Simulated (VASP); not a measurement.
A run of VASP 6.6.1:

File INCAR:

```
PREC     = Accurate       # precision mode
ENCUT    = 520            # plane-wave cutoff, eV
EDIFF    = 1E-6           # SCF threshold, eV
ISMEAR   = -1             # smearing method
SIGMA    = 0.0674         # smearing width, eV
LREAL    = False          # projectors in reciprocal space
LASPH    = True           # aspherical terms in the spheres
NELM     = 60             # most SCF steps
ALGO     = Normal         # electronic algorithm
ISIF     = 2              # what is computed and relaxed
LWAVE    = False          # write WAVECAR
LCHARG   = False          # write CHGCAR
GGA      = PE             # functional
NBANDS   = 42             # bands
```

Contents of KPOINTS:

```
regular mesh
0
Gamma
  6 3 6
```

POSCAR

```
VMo2Se4
1.0
    0.0000000000      3.4092270000      0.0000000000
    6.2674570000      0.0000000000      0.0000000000
   -2.8216410000      1.7046130000     -6.1394320000
Se V Mo
4 1 2
Direct
    0.3675000000      0.9726000000      0.2650000000
    0.6325000000      0.0274000000      0.7350000000
    0.8938000000      0.4493000000      0.2124000000
    0.1062000000      0.5507000000      0.7876000000
    0.0000000000      0.0000000000      0.0000000000
    0.2561000000      0.6904000000      0.4878000000
    0.7439000000      0.3096000000      0.5122000000
```

Potentials or basis: VASP PAW PBE potentials, release 64 (Se, V_sv, Mo_sv).

Command:

```sh
$ cat potpaw_PBE.64/Se/POTCAR potpaw_PBE.64/V_sv/POTCAR potpaw_PBE.64/Mo_sv/POTCAR > POTCAR
$ mpirun -np 1 vasp_std > vasp.out
```

Hardware: 1 thread of Oxide Virtual Turin-like Processor (shared host).

**Question.** How long does it take, and how much memory?

**Answer.** Wall time 5 min on 1 thread of Oxide Virtual Turin-like Processor, with other jobs on the host, peak memory 0.32 GiB. Counts: scf iterations 16, k points 34.
